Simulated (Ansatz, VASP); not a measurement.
## Al5GaAs6: VASP beside Ansatz

The input INCAR:

```
  PREC = Accurate
  ENCUT = 600
  EDIFF = 1E-7
  ISMEAR = 0
  SIGMA = 0.1
  LREAL = False
  LASPH = True
  NELM = 80
  ALGO = Normal
  ISIF = 3
  LWAVE = False
  LCHARG = False
  GGA = PE
  IBRION = 2
  NSW = 90
  EDIFFG = -0.04
```

The input KPOINTS:

```
regular mesh
0
Gamma
  4 4 1
```

File POSCAR:

```
Al5GaAs6
1.0
    3.8380647000      0.0000000000      0.0000000000
    0.0000000000      3.8380647000      0.0000000000
    0.0000000000      0.0000000000     16.2835294700
Al Ga As
5 1 6
Direct
    0.0000000000      0.0000000000      0.6666666700
    0.5000000000      0.5000000000      0.8333333300
    0.0000000000      0.0000000000      0.0000000000
    0.5000000000      0.5000000000      0.1666666700
    0.0000000000      0.0000000000      0.3333333300
    0.5000000000      0.5000000000      0.5000000000
    0.5000000000      0.0000000000      0.9166666700
    0.0000000000      0.5000000000      0.0833333300
    0.5000000000      0.0000000000      0.2500000000
    0.0000000000      0.5000000000      0.4166666700
    0.5000000000      0.0000000000      0.5833333300
    0.0000000000      0.5000000000      0.7500000000
```

Input for Ansatz:

```yaml
crystal:
  lattice:
    - [3.8380647, 0.0, 0.0]
    - [0.0, 3.8380647, 0.0]
    - [0.0, 0.0, 16.28352947]
  atoms:
    - { symbol: Al, position: [0.0, 0.0, 0.66666667] }
    - { symbol: Al, position: [0.5, 0.5, 0.83333333] }
    - { symbol: Al, position: [0.0, 0.0, 0.0] }
    - { symbol: Al, position: [0.5, 0.5, 0.16666667] }
    - { symbol: Al, position: [0.0, 0.0, 0.33333333] }
    - { symbol: Ga, position: [0.5, 0.5, 0.5] }
    - { symbol: As, position: [0.5, 0.0, 0.91666667] }
    - { symbol: As, position: [0.0, 0.5, 0.08333333] }
    - { symbol: As, position: [0.5, 0.0, 0.25] }
    - { symbol: As, position: [0.0, 0.5, 0.41666667] }
    - { symbol: As, position: [0.5, 0.0, 0.58333333] }
    - { symbol: As, position: [0.0, 0.5, 0.75] }
basis:
  ecutwfc: 420
kpoints:
  mp_grid: { grid: [4, 4, 1] }
hamiltonian:
  xc: pbe
scf:
  occupations: { method: gaussian, width: 0.1 }
  lower_state_search: "off"
output:
  forces: true
  stress: true
  eigenvalues: true
relax:
  adjacent_minimum: "off"
  f_tol: 0.04
  max_steps: 70
  cell: { stress_tol: 0.4 }
```

Alike in both runs: task relaxation of cell and atoms; functional PBE; k mesh 4 × 4 × 1; occupations gaussian, width 0.1 eV; no spin polarisation.

|  | VASP | Ansatz |
| --- | --- | --- |
| version | VASP 6.6.1 | Ansatz 0.2.0 |
| potentials or method | VASP PAW PBE potentials, release 64 (Al, Ga_d, As), cutoff 600 eV | scalar-relativistic, plane waves, PAW |
| valence electrons in the cell | 58 | 118 |

|  | VASP | Ansatz | Ansatz less VASP |
| --- | --- | --- | --- |
| gap on the k mesh at the Fermi level, each at its own relaxed structure (eV) | 1.31 | 1.35 | +0.039 |
| relaxed volume (Å³/atom) | 23.66 | 23.51 | -0.153 |
| relaxed cell length with the largest relative difference (Å) | 4.083 | 4.073 | -0.0093 |

VASP's potentials hold 58 valence electrons a cell and Ansatz's 118, so a difference there can come from the potentials and not from the codes.

Noted on VASP's run: the volume moved by over 15 % at a fixed basis, so the end points are rough.
